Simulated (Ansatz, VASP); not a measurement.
Two plane-wave programs on AlN

```
Al N
1.0
     0.00000    2.03452    2.03452
     2.03452    0.00000    2.03452
     2.03452    2.03452    0.00000
Al N
1 1
Direct
  0.50000 0.50000 0.50000
  0.00000 0.00000 0.00000
```

Alike in both runs: task single point; functional PBE-based screened hybrid; k mesh 6 × 6 × 6; occupations fermi-dirac, width 0.05 eV; no spin polarisation.

```csv
,VASP,Ansatz
version,VASP 6.6.1,Ansatz 0.2.0
potentials or method,"VASP PAW PBE potentials, release 64 (Al, N)",Ansatz PAW
plane-wave cutoff (eV),520,420
valence electrons in the cell,8,8
```

VASP gave:

| Property | Result |
| --- | --- |
| gap on the k mesh at the Fermi level (eV) | 4.97 |
| least direct gap on the mesh (eV) | 6.01 |
| pressure (GPa) | -3.1 |

Question: Which values does Ansatz return?

Answer: gap on the k mesh at the Fermi level (eV): 5.00; least direct gap on the mesh (eV): 6.00; pressure (GPa): -3.0.

VASP's potentials were made for PBE, not for PBE-based screened hybrid.

The k mesh is coarse, so the values compare programs but aren't converged.
